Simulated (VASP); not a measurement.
# Hf (P6/mmm) in VASP: notebook

Runs on Hf. Level: BLYP. Tasks: single point, relaxation of cell and atoms.

Everything below comes from runs of VASP 6.6.1. Logs are shortened: lines on timing, memory, paths and dates and some standing lists are left out, and cuts for length are marked.

## (1) The cell of the first run

Symmetry: P6/mmm, No. 191, hexagonal system. Conventional cell: a = 5.105 Å, b = 5.105 Å, c = 3.172 Å, α = 90.00°, β = 90.00°, γ = 120.00°. Within 4.2 Å of Hf (site symmetry 6/mmm) lie 14 Hf at 3.17 to 3.35 Å. Hf (site symmetry -6m2) has 11 Hf at 2.95 to 3.35 Å within 3.9 Å.

## (2) Single point, BLYP (volume scaled by 1.04)

INCAR reads:

```
  PREC = Accurate
  ENCUT = 520
  EDIFF = 1E-6
  ISMEAR = -1
  SIGMA = 0.1
  LREAL = False
  LASPH = True
  NELM = 80
  ALGO = Normal
  ISIF = 2
  LWAVE = False
  LCHARG = True
  GGA = B5
  ALDAX = 1.0
  AGGAX = 1.0
  AGGAC = 1.0
  ALDAC = 0.0
  LELF = True
  LVHAR = True
  NBANDS = 22
```

KPOINTS reads:

```
regular mesh
0
Gamma
  8 8 11
```

POSCAR reads:

```
Hf
1.0
    5.1047018512      0.0000000000      0.0000000000
   -2.5523509256      4.4208014819      0.0000000000
    0.0000000000      0.0000000000      3.1716836894
Hf
3
Direct
    1.0000000000      0.0000000000      0.0000000000
    0.3333333333      0.6666666667      0.5000000000
    0.6666666667      0.3333333333      0.5000000000
```

Potentials or basis: VASP PAW PBE potentials, release 64 (Hf_pv).

Run with:

```
cat potpaw_PBE.64/Hf_pv/POTCAR > POTCAR
mpirun -np 1 vasp_std > vasp.out
```

OUTCAR:

```text
PREC = Accurate
   ENCUT = 520
   EDIFF = 1E-6
   ISMEAR = -1
   LREAL = False
   LASPH = True
   NELM = 80
   ISIF = 2
   GGA = B5

 ion  position               nearest neighbor table
   1  0.000  0.000  0.000-   2 3.35   3 3.35   2 3.35   3 3.35   3 3.35   3 3.35   2 3.35   2 3.35
                             3 3.35   3 3.35   2 3.35   2 3.35
   2  0.333  0.667  0.500-   3 2.95   3 2.95   3 2.95   1 3.35   1 3.35   1 3.35   1 3.35   1 3.35
                             1 3.35
   3  0.667  0.333  0.500-   2 2.95   2 2.95   2 2.95   1 3.35   1 3.35   1 3.35   1 3.35   1 3.35
                             1 3.35

  LATTYP: Found a hexagonal cell.
 ALAT       =     5.1047018512
 C/A-ratio  =     0.6213259426

  Lattice vectors:

 A1 = (   5.1047018512,   0.0000000000,   0.0000000000)
 A2 = (  -2.5523509256,   4.4208014819,   0.0000000000)
 A3 = (   0.0000000000,   0.0000000000,   3.1716836894)

Analysis of symmetry for initial positions (statically):
=====================================================================
 Subroutine PRICEL returns:
 Original cell was already a primitive cell.

 Routine SETGRP: Setting up the symmetry group for a
 hexagonal supercell.

 Subroutine GETGRP returns: Found 24 space group operations
 (whereof 24 operations were pure point group operations)
 out of a pool of 24 trial point group operations.

The static configuration has the point symmetry D_6h.

Analysis of symmetry for dynamics (positions and initial velocities):
=====================================================================
 Subroutine PRICEL returns:
 Original cell was already a primitive cell.

 Routine SETGRP: Setting up the symmetry group for a
 hexagonal supercell.

 Subroutine GETGRP returns: Found 24 space group operations
 (whereof 24 operations were pure point group operations)
 out of a pool of 24 trial point group operations.

The dynamic configuration has the point symmetry D_6h.

 Subroutine INISYM returns: Found 24 space group operations
 (whereof 24 operations are pure point group operations),
 and found     1 'primitive' translations

----------------------------------------------------------------------------------------

                                     Primitive cell

  volume of cell :      71.5750

  direct lattice vectors                    reciprocal lattice vectors
     5.104701851  0.000000000  0.000000000     0.195897827  0.113101663  0.000000000
    -2.552350926  4.420801482  0.000000000     0.000000000  0.226203326  0.000000000
     0.000000000  0.000000000  3.171683689     0.000000000  0.000000000  0.315289953

  length of vectors
     5.104701851  5.104701851  3.171683689     0.226203326  0.226203326  0.315289953

  position of ions in fractional coordinates (direct lattice)
     0.000000000  0.000000000  0.000000000
     0.333333333  0.666666667  0.500000000
     0.666666667  0.333333333  0.500000000

  ion indices of the primitive-cell ions
   primitive index   ion index
                 1           1
                 2           2
                 3           3

----------------------------------------------------------------------------------------

 KPOINTS: regular mesh

Automatic generation of k-mesh.
 Grid dimensions read from file:
 generate k-points for:    8    8   11

 Generating k-lattice:

  Cartesian coordinates                     Fractional coordinates (reciprocal lattice)
     0.024487228  0.014137708  0.000000000     0.125000000  0.000000000  0.000000000
     0.000000000  0.028275416  0.000000000     0.000000000  0.125000000  0.000000000
     0.000000000  0.000000000  0.028662723     0.000000000  0.000000000  0.090909091

  Length of vectors
     0.028275416  0.028275416  0.028662723

  Shift w.r.t. Gamma in fractional coordinates (k-lattice)
     0.000000000  0.000000000  0.000000000

 Subroutine IBZKPT returns following result:
 ===========================================

 Found     60 irreducible k-points:

 Following reciprocal coordinates:
            Coordinates               Weight
  0.000000  0.000000  0.000000      1.000000
  0.125000  0.000000  0.000000      6.000000
  0.250000  0.000000  0.000000      6.000000
  0.375000  0.000000  0.000000      6.000000
  0.500000  0.000000  0.000000      3.000000
  0.125000  0.125000  0.000000      6.000000
[... 16 lines left out ...]
  0.250000  0.000000  0.181818     12.000000
  0.375000  0.000000  0.181818     12.000000
 [... further k-points ...]
   k-points           NKPTS =     60   k-points in BZ     NKDIM =     60   number of bands    NBANDS=     22
   number of dos      NEDOS =    301   number of ions     NIONS =      3
   total plane-waves  NPLWV =  38400
   dimension x,y,z NGX =    40 NGY =   40 NGZ =   24
   dimension x,y,z NGXF=    80 NGYF=   80 NGZF=   48
   ions per type =               3
   NGX,Y,Z   is equivalent  to a cutoff of  13.03, 13.03, 12.58 a.u.
   NGXF,Y,Z  is equivalent  to a cutoff of  26.05, 26.05, 25.16 a.u.
 SYSTEM =  unknown system
   PREC   = accura    normal or accurate (medium, high low for compatibility)
   ISTART =      0    job   : 0-new  1-cont  2-samecut
   ICHARG =      2    charge: 1-file 2-atom 10-const
   ISPIN  =      1    spin polarized calculation?
   LNONCOLLINEAR =      F non collinear calculations
   LSORBIT =      F    spin-orbit coupling
   LASPH  =      T    aspherical Exc in radial PAW
   ENCUT  =  520.0 eV  38.22 Ry    6.18 a.u.   9.49  9.49  5.90*2*pi/ulx,y,z
   NELM   =     80;   NELMIN=  2; NELMDL= -5     # of ELM steps
   EDIFF  = 0.1E-05   stopping-criterion for ELM
   LREAL  =      F    real-space projection
   EDIFFG = 0.1E-04   stopping-criterion for IOM
   NSW    =      0    number of steps for IOM
   IBRION =     -1    ionic relax: 0-MD 1-quasi-New 2-CG
   NFREE  =      0    steps in history (QN), initial steepest desc. (CG)
   ISIF   =      2    stress and relaxation
   ISYM   =      2    0-nonsym 1-usesym 2-fastsym
   POTIM  = 0.5000    time-step for ionic-motion
   TEBEG  =    0.0;   TEEND  =   0.0 temperature during run
   PSTRESS=    0.0 pullay stress
   NELECT =      30.0000    total number of electrons
   NUPDOWN=      -1.0000    fix difference up-down
   EMIN   =  10.00;   EMAX   =-10.00  energy-range for DOS
   EFERMI =   0.00;   METHOD = LEGACY
   ISMEAR =    -1;   SIGMA  =   0.10  broadening in eV -4-tet -1-fermi 0-gaus
   EFERMI_NEDOS =   21; number of points for ismear=-14 and -15
   IALGO  =     38    algorithm
   IMIX   =      4    mixing-type and parameters
     AMIX     =   0.40;   BMIX     =  1.00
     AMIX_MAG =   1.60;   BMIX_MAG =  1.00
  volume/ion in A,a.u.               =      23.86       161.00
  Fermi-wavevector in a.u.,A,eV,Ry     =   1.225166  2.315227 20.422766  1.501031
  Thomas-Fermi vector in A             =   2.360214
   LORBIT       =      0    0 simple, 1 ext, 2 COOP (PROOUT), +10 PAW based schemes
   GGA     = B5    functional components
   LHFCALC =     F    Hartree Fock is set to
   AEXX    =    0.0000 exact exchange contribution
   IVDW    =     0    specifies the selected vdW correction
   LEPSILON=     F    determine dielectric tensor
   LRPA    =     F    only Hartree local field effects (RPA)
 non-spin polarized calculation
  energy-cutoff  :      520.00
  volume of cell :       71.57
 maximum number of plane-waves:      1956
 NGX is ok and might be reduce to    40
   NGX = 19   NGY = 19   NGZ = 11

 number of electron      29.9999996 magnetization

 Free energy of the ion-electron system (eV)
  ---------------------------------------------------
  ext. energy  EPLUGINS =         0.00000000
  ---------------------------------------------------
  free energy    TOTEN  =       -25.73422924 eV

  energy without entropy =      -25.63594853  energy(sigma->0) =      -25.68508889

 E-fermi :   4.8007     XC(G=0): -10.4219

 val. band max:        4.7854487923   @ k =   0.5000   0.0000   0.1818
 cond. band min:       4.8108479716   @ k =   0.3750   0.1250   0.4545
 fundamental gap:      0.0253991793
 Fermi energy:         4.8007147406

 k-point     1 :       0.0000    0.0000    0.0000
  band No.  band energies     occupation
      1     -26.0214      2.00000
      2     -26.0214      2.00000
      3     -25.8508      2.00000
      4     -25.8508      2.00000
      5     -25.6683      2.00000
      6     -25.4093      2.00000
[... 14 lines left out ...]
     21       7.4073      0.00000
     22       7.4734      0.00000

 k-point     2 :       0.1250    0.0000    0.0000
  band No.  band energies     occupation
      1     -26.0473      2.00000
      2     -26.0384      2.00000
      3     -25.8249      2.00000
      4     -25.8071      2.00000
      5     -25.6650      2.00000
      6     -25.4087      2.00000
[... 14 lines left out ...]
     21       7.0178      0.00000
     22       8.0158      0.00000

 k-point     3 :       0.2500    0.0000    0.0000
  band No.  band energies     occupation
      1     -26.0932      2.00000
      2     -26.0455      2.00000
      3     -25.7794      2.00000
      4     -25.7375      2.00000
      5     -25.6570      2.00000
      6     -25.4059      2.00000
[... 14 lines left out ...]
     21       7.3372      0.00000
     22       8.6372      0.00000

 k-point     4 :       0.3750    0.0000    0.0000
  band No.  band energies     occupation
      1     -26.1284      2.00000
      2     -26.0210      2.00000
      3     -25.7448      2.00000
      4     -25.7117      2.00000
      5     -25.6490      2.00000
      6     -25.4121      2.00000
[... 14 lines left out ...]
     21       8.0466      0.00000
     22       8.3075      0.00000

 k-point     5 :       0.5000    0.0000    0.0000
  band No.  band energies     occupation
      1     -26.1412      2.00000
      2     -25.9997      2.00000
      3     -25.7322      2.00000
      4     -25.7212      2.00000
      5     -25.6457      2.00000
      6     -25.4257      2.00000
[... 417 lines left out ...]
 k-point    22 :       0.1250    0.0000    0.1818
  band No.  band energies     occupation
      1     -26.0182      2.00000
      2     -26.0137      2.00000
      3     -25.8170      2.00000
      4     -25.8002      2.00000
      5     -25.7802      2.00000
      6     -25.5438      2.00000
[... 14 lines left out ...]
     21       6.8852      0.00000
     22       8.3964      0.00000

 k-point    23 :       0.2500    0.0000    0.1818
  band No.  band energies     occupation
      1     -26.0564      2.00000
      2     -26.0252      2.00000
      3     -25.7904      2.00000
      4     -25.7835      2.00000
      5     -25.7277      2.00000
      6     -25.5315      2.00000
[... 14 lines left out ...]
     21       7.1468      0.00000
     22       8.8112      0.00000

 k-point    24 :       0.3750    0.0000    0.1818
  band No.  band energies     occupation
      1     -26.0866      2.00000
      2     -26.0118      2.00000
      3     -25.8113      2.00000
      4     -25.7582      2.00000
      5     -25.6704      2.00000
      6     -25.5126      2.00000
[... 14 lines left out ...]
     21       7.7350      0.00000
     22       8.2502      0.00000

 [... further k-points ...]

------------------------ aborting loop because EDIFF is reached ----------------------------------------

  FORCE on cell =-STRESS in cart. coord.  units (eV):
  Direction    XX          YY          ZZ          XY          YZ          ZX
  --------------------------------------------------------------------------------------
  -------------------------------------------------------------------------------------
  Total       -1.6686939     -1.6686939     -1.5832656      0.0000000     -0.0000000     -0.0000000
  in kB      -37.3530430    -37.3530430    -35.4407649      0.0000000     -0.0000000     -0.0000000
  external PRESSURE =     -36.7156170 kB  Pullay stress =       0.0000000 kB

 VOLUME and BASIS-vectors are now :
 -----------------------------------------------------------------------------
  energy-cutoff  :      520.00
  volume of cell :       71.57
      direct lattice vectors                 reciprocal lattice vectors
     5.104701851  0.000000000  0.000000000     0.195897827  0.113101663  0.000000000
    -2.552350926  4.420801482  0.000000000     0.000000000  0.226203326  0.000000000
     0.000000000  0.000000000  3.171683689     0.000000000  0.000000000  0.315289953

 POSITION                                       TOTAL-FORCE (eV/Angst)
 -----------------------------------------------------------------------------------
      0.00000      0.00000      0.00000        -0.000000      0.000000     -0.000000
     -0.00000      2.94720      1.58584         0.000000     -0.000000     -0.000000
      2.55235      1.47360      1.58584        -0.000000      0.000000      0.000000
 -----------------------------------------------------------------------------------
    total drift:                                0.000000     -0.000000      0.000000

  FREE ENERGIE OF THE ION-ELECTRON SYSTEM (eV)
  ---------------------------------------------------
  free  energy   TOTEN  =       -25.7342292445 eV

  energy  without entropy=      -25.6359485277  energy(sigma->0) =      -25.68508889
```

It took 41 s on 1 thread of Intel Xeon 6975P-C (Granite Rapids), shared host; peak memory 0.22 GiB.

Results:

| Quantity | Value |
| --- | --- |
| Free energy | -25.7342 eV |
| Pressure | -3.7 GPa |
| Band gap on the k mesh | zero (band 15 reaches 5.10 eV, above the bottom of band 16 at 4.27 eV) |

Stress tensor (GPa, compression positive):
```
-3.74  0.00  0.00
 0.00 -3.74  0.00
 0.00  0.00 -3.54
```

Caveat: the PAW data sets were made with another functional, which shifts forces and pressure a little; spin-orbit coupling is left out, which moves the levels of the heavy elements.

## (3) Single point, BLYP (volume scaled by 1.08)

INCAR reads:

```
SYSTEM = Hf
  AGGAC = 1.0
  AGGAX = 1.0
  ALDAC = 0.0
  ALDAX = 1.0
  ALGO = Normal
  EDIFF = 1E-6
  ENCUT = 520
  GGA = B5
  ISIF = 2
  ISMEAR = -1
  LASPH = .True.
  LCHARG = .False.
  LREAL = .False.
  LWAVE = .False.
  NBANDS = 22
  NELM = 100
  PREC = Accurate
  SIGMA = 0.1
```

KPOINTS reads:

```
k-points
0
Gamma
  8 8 11
  0 0 0
```

POSCAR reads:

```
Hf
1.0
    5.1693251906      0.0000000000      0.0000000000
   -2.5846625953      4.4767669355      0.0000000000
    0.0000000000      0.0000000000      3.2118358467
Hf
3
Direct
    1.0000000000      0.0000000000      0.0000000000
    0.3333333333      0.6666666667      0.5000000000
    0.6666666667      0.3333333333      0.5000000000
```

Potentials or basis: VASP PAW PBE potentials, release 64 (Hf_pv).

Run with:

```
cat potpaw_PBE.64/Hf_pv/POTCAR > POTCAR
mpirun -np 1 vasp_std > vasp.out
```

Run time: 43 s. Hardware: 1 thread of Intel Xeon 6975P-C (Granite Rapids), shared host; peak memory 0.22 GiB.

Results (log left out):

```
Free energy            : -25.6441 eV
Pressure               : -6.7 GPa
Band gap on the k mesh : zero (band 15 reaches 4.81 eV, above the bottom of band 16 at 4.02 eV)
```

Stress tensor (GPa, compression positive):
```
-6.81  0.00  0.00
 0.00 -6.81  0.00
 0.00  0.00 -6.60
```

Levels at points of the mesh, in eV from the Fermi level:
```tsv
k point	band 13	band 14	band 15	band 16	band 17	band 18
(0.00, 0.00, 0.00)	-0.58	-0.58	-0.53	-0.53	0.94	1.86
(0.50, 0.00, 0.00)	-0.33	-0.31	-0.29	0.23	0.76	0.90
```

Caveat: the PAW data sets were made with another functional, which shifts forces and pressure a little; spin-orbit coupling is left out, which moves the levels of the heavy elements.

## (4) Single point, BLYP (volume scaled by 1.12)

INCAR reads:

```
PREC = Accurate
ENCUT = 520
EDIFF = 1E-7
ISMEAR = -1
SIGMA = 0.1
LREAL = False
LASPH = True
NELM = 100
ALGO = Normal
ISIF = 2
LWAVE = False
LCHARG = False
GGA = B5
ALDAX = 1.0
AGGAX = 1.0
AGGAC = 1.0
ALDAC = 0.0
NBANDS = 22
```

KPOINTS reads:

```
regular mesh
0
Gamma
  8 8 11
```

POSCAR reads:

```
Hf
1.0
    5.2323719553      0.0000000000      0.0000000000
   -2.6161859776      4.5313670353      0.0000000000
    0.0000000000      0.0000000000      3.2510084372
Hf
3
Direct
    1.0000000000      0.0000000000      0.0000000000
    0.3333333333      0.6666666667      0.5000000000
    0.6666666667      0.3333333333      0.5000000000
```

Potentials or basis: VASP PAW PBE potentials, release 64 (Hf_pv).

Run with:

```
cat potpaw_PBE.64/Hf_pv/POTCAR > POTCAR
mpirun -np 1 vasp_std > vasp.out
```

OUTCAR:

```text
PREC = Accurate
   ENCUT = 520
   EDIFF = 1E-7
   ISMEAR = -1
   LREAL = False
   LASPH = True
   NELM = 100
   ISIF = 2
   GGA = B5

 ion  position               nearest neighbor table
   1  0.000  0.000  0.000-   2 3.43   3 3.43   2 3.43   3 3.43   2 3.43   2 3.43   3 3.43   3 3.43
                             3 3.43   3 3.43   2 3.43   2 3.43
   2  0.333  0.667  0.500-   3 3.02   3 3.02   3 3.02   1 3.43   1 3.43   1 3.43   1 3.43   1 3.43
                             1 3.43
   3  0.667  0.333  0.500-   2 3.02   2 3.02   2 3.02   1 3.43   1 3.43   1 3.43   1 3.43   1 3.43
                             1 3.43

[... 798 lines left out ...]
  Direction    XX          YY          ZZ          XY          YZ          ZX
  --------------------------------------------------------------------------------------
  -------------------------------------------------------------------------------------
  Total       -4.5004012     -4.5004012     -4.3842346     -0.0000000      0.0000000      0.0000000
  in kB      -93.5439860    -93.5439860    -91.1293803     -0.0000000      0.0000000      0.0000000
  external PRESSURE =     -92.7391174 kB  Pullay stress =       0.0000000 kB

 VOLUME and BASIS-vectors are now :
 -----------------------------------------------------------------------------
  energy-cutoff  :      520.00
  volume of cell :       77.08
      direct lattice vectors                 reciprocal lattice vectors
     5.232371955  0.000000000  0.000000000     0.191117911  0.110341978  0.000000000
    -2.616185978  4.531367035  0.000000000     0.000000000  0.220683955  0.000000000
     0.000000000  0.000000000  3.251008437     0.000000000  0.000000000  0.307596864

 POSITION                                       TOTAL-FORCE (eV/Angst)
 -----------------------------------------------------------------------------------
      0.00000      0.00000      0.00000        -0.000000      0.000000     -0.000000
     -0.00000      3.02091      1.62550         0.000000     -0.000000      0.000000
      2.61619      1.51046      1.62550        -0.000000      0.000000     -0.000000
 -----------------------------------------------------------------------------------
    total drift:                                0.000000     -0.000000      0.000000

  FREE ENERGIE OF THE ION-ELECTRON SYSTEM (eV)
  ---------------------------------------------------
  free  energy   TOTEN  =       -25.5060449599 eV

  energy  without entropy=      -25.3975360648  energy(sigma->0) =      -25.45179051
```

It took 51 s on 1 thread of Intel Xeon 6975P-C (Granite Rapids), shared host; peak memory 0.23 GiB.

What came out:

| Quantity | Value |
| --- | --- |
| Free energy | -25.5060 eV |
| Pressure | -9.3 GPa |
| Band gap on the k mesh | zero (band 15 reaches 4.58 eV, above the bottom of band 16 at 3.80 eV) |

Caveat: the PAW data sets were made with another functional, which shifts forces and pressure a little; spin-orbit coupling is left out, which moves the levels of the heavy elements.

(Part 1 of 2 ends here.)
